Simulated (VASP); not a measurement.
Here is a VASP 6.6.1 calculation.

INCAR

```
ALGO     = Normal         # electronic algorithm
EDIFF    = 1E-6           # SCF threshold, eV
ENCUT    = 400            # plane-wave cutoff, eV
GGA      = PE             # functional
GGA_COMPAT= False        
ISIF     = 2              # what is computed and relaxed
ISMEAR   = -1             # smearing method
ISYM     = -1           
LASPH    = True           # aspherical terms in the spheres
LCHARG   = False          # write CHGCAR
LREAL    = Auto         
LWAVE    = False          # write WAVECAR
NBANDS   = 105            # bands
NELM     = 120            # most SCF steps
PREC     = Accurate       # precision mode
SIGMA    = 0.05           # smearing width, eV
```

The input KPOINTS:

```
explicit points
1
Reciprocal
  0.25000000   0.25000000   0.25000000 1
```

POSCAR

```
Hf2Ti7Si2Sn5
1.0
    6.9502750000     -0.0960840000      0.1117440000
   -0.0960840000      7.2928480000     -0.0979470000
    0.1117440000     -0.0979470000      7.1420180000
Ti Sn Hf Si
7 5 2 2
Direct
    0.4718516965      0.1297538419      0.1371726315
    0.2942780302      0.4924161243      0.7929649404
    0.0538693278      0.2126109880      0.6257326759
    0.7649727748      0.9617128761      0.3515899531
    0.7882847124      0.3801732546      0.8935874627
    0.2410975689      0.4491440745      0.3104520470
    0.2596286869      0.8837132142      0.3950093811
    0.4993616404      0.1932832308      0.5939799991
    0.8074986573      0.3642819003      0.3092777405
    1.0158323222      0.6730052737      0.0578469111
    0.5745392510      0.6891815044      0.5561061239
    0.5024515103      0.7231435526      0.0673982899
    0.9842324857      0.6535158788      0.6030299622
    0.7819763155      0.9828723529      0.8435609147
    0.2026573671      0.9198699821      0.7698431676
    0.1205159563      0.2139334309     -0.0000577984
```

Potentials or basis: VASP PAW PBE potentials, release 64 (Ti_sv, Sn_d, Hf_pv, Si).

Run with:

```console
$ cat potpaw_PBE.64/Ti_sv/POTCAR potpaw_PBE.64/Sn_d/POTCAR potpaw_PBE.64/Hf_pv/POTCAR potpaw_PBE.64/Si/POTCAR > POTCAR
$ mpirun -np 1 vasp_std > vasp.out
```

(1) Estimate the pressure.

(2) Estimate the largest force.

Results:

(1) -9.4 GPa.

(2) 1.190 eV/Å.

Caveat: the atoms stand as in a frame of molecular dynamics.
